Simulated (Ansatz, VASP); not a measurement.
**SiC2 in VASP and in Ansatz**

```
C Si
1.0
     2.94145    0.00000    0.00000
    -1.47073    2.54737    0.00000
     0.00000    0.00000    7.21303
C Si
4 2
Direct
  0.00000 0.00000 0.97955
  0.66667 0.33333 0.69219
  0.33333 0.66667 0.33542
  0.66667 0.33333 0.90579
  0.33333 0.66667 0.59525
  0.00000 0.00000 0.24179
```

Alike in both runs: task single point; functional PBE; k mesh 9 × 9 × 4; no spin polarisation.

|  | VASP | Ansatz |
| --- | --- | --- |
| version | VASP 6.6.1 | Ansatz 0.2.0 |
| potentials or method | VASP PAW PBE potentials, release 64 (C, Si) | plane waves, PAW |
| plane-wave cutoff (eV) | 520 | 420 |
| occupations | gaussian, width 0.01 eV | fixed |
| valence electrons in the cell | 24 | 24 |

|  | VASP | Ansatz | Ansatz less VASP |
| --- | --- | --- | --- |
| gap on the k mesh at the Fermi level (eV) | 1.45 | 1.46 | +0.005 |
| pressure (GPa) | 0.0 | 0.0 | +0.01 |
| rms of the force components (eV/Å) | 0.010 | 0.001 | -0.0096 |

Atom by atom the forces differ by 0.010 eV/Å (rms over components).
